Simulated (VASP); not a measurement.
Write the native input for VASP 6.6.1 that does the following.

| Quantity | Value |
| --- | --- |
| Task | single point |
| Functional | PBEsol |
| Potentials or basis | VASP PAW PBE potentials, release 64 (Se, Ga_d, Cu) |
| Cutoff | 520 eV |
| k mesh | 7 × 7 × 7 |
| Occupations | fermi-dirac, width 0.05 eV |
| Spin | no spin polarisation |
| Dipole correction | no |
| Further INCAR settings | ALGO = Normal; EDIFF = 1e-06; NBANDS = 46 |

The structure of GaCuSe2 lies in POSCAR:

```
GaCuSe2
1.0
   -2.7849395745      2.7849395745      5.5372763351
    2.7849395745     -2.7849395745      5.5372763351
    2.7849395745      2.7849395745     -5.5372763351
Se Ga Cu
4 2 2
Direct
    0.1167862822      0.6250000000     -0.0082137178
    0.8750000000      0.8832137178      0.5082137178
    0.6332137178      0.1250000000      1.0082137178
    0.3750000000      0.3667862822      0.4917862822
    0.2500000000      0.7500000000      0.5000000000
    0.5000000000      0.5000000000      0.0000000000
    0.7500000000      0.2500000000      0.5000000000
    0.0000000000      0.0000000000      0.0000000000
```

The input as run:

INCAR

```
ALGO     = Normal         # electronic algorithm
EDIFF    = 1E-6           # SCF threshold, eV
ENCUT    = 520            # plane-wave cutoff, eV
GGA      = PS             # functional
ISIF     = 2              # what is computed and relaxed
ISMEAR   = -1             # smearing method
LASPH    = True           # aspherical terms in the spheres
LCHARG   = True           # write CHGCAR
LELF     = True           # ELF
LREAL    = False          # projectors in reciprocal space
LVHAR    = True         
LWAVE    = False          # write WAVECAR
NBANDS   = 46             # bands
NELM     = 100            # most SCF steps
PREC     = Accurate       # precision mode
SIGMA    = 0.05           # smearing width, eV
```

KPOINTS

```
k-points
0
Gamma
  7 7 7
```

Potentials or basis: VASP PAW PBE potentials, release 64 (Se, Ga_d, Cu).

The run is started by

```sh
$ cat potpaw_PBE.64/Se/POTCAR potpaw_PBE.64/Ga_d/POTCAR potpaw_PBE.64/Cu/POTCAR > POTCAR
$ mpirun -np 1 vasp_std > vasp.out
```

It gave:

| Quantity | Value |
| --- | --- |
| Pressure | 0.2 GPa |
| Largest force | 0.025 eV/Å |
| Band gap on the k mesh | 0.14 eV, direct |

Caveat: the PAW data sets were made with another functional, which shifts forces and pressure a little.

It took 13 min on 1 thread of Oxide Virtual Turin-like Processor (shared host), peak memory 0.53 GiB.
